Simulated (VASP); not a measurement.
A run of VASP 6.6.1:

Contents of INCAR:

```
SYSTEM = Sr
PREC     = Accurate       ! precision mode
ENCUT    = 520            ! plane-wave cutoff, eV
EDIFF    = 1E-7           ! SCF threshold, eV
ISMEAR   = -1             ! smearing method
SIGMA    = 0.1            ! smearing width, eV
LREAL    = .FALSE.        ! projectors in reciprocal space
LASPH    = .TRUE.         ! aspherical terms in the spheres
NELM     = 100            ! most SCF steps
ALGO     = Normal         ! electronic algorithm
ISIF     = 2              ! what is computed and relaxed
LWAVE    = .FALSE.        ! write WAVECAR
LCHARG   = .FALSE.        ! write CHGCAR
GGA      = RP             ! functional
NBANDS   = 11             ! bands
```

File KPOINTS:

```
regular mesh
0
G
  10 10 10
  0 0 0
```

File POSCAR:

```
Sr
1.0
   -2.4044475063      2.4044475063      2.4044475063
    2.4044475063     -2.4044475063      2.4044475063
    2.4044475063      2.4044475063     -2.4044475063
Sr
1
Direct
    0.0000000000      0.0000000000      0.0000000000
```

Potentials or basis: VASP PAW PBE potentials, release 64 (Sr_sv).

The run is started by

```bash
$ cat potpaw_PBE.64/Sr_sv/POTCAR > POTCAR
$ mpirun -np 1 vasp_std > vasp.out
```

Hardware: 1 thread of Intel(R) Xeon(R) Platinum 8488C (Sapphire Rapids), on a shared host.

Question: How long does it take, and how much memory?

Answer: Run time: 16 s on 1 thread of Intel(R) Xeon(R) Platinum 8488C (Sapphire Rapids), on a shared host, peak memory 0.18 GiB. Counts: scf iterations 14, k points 47.
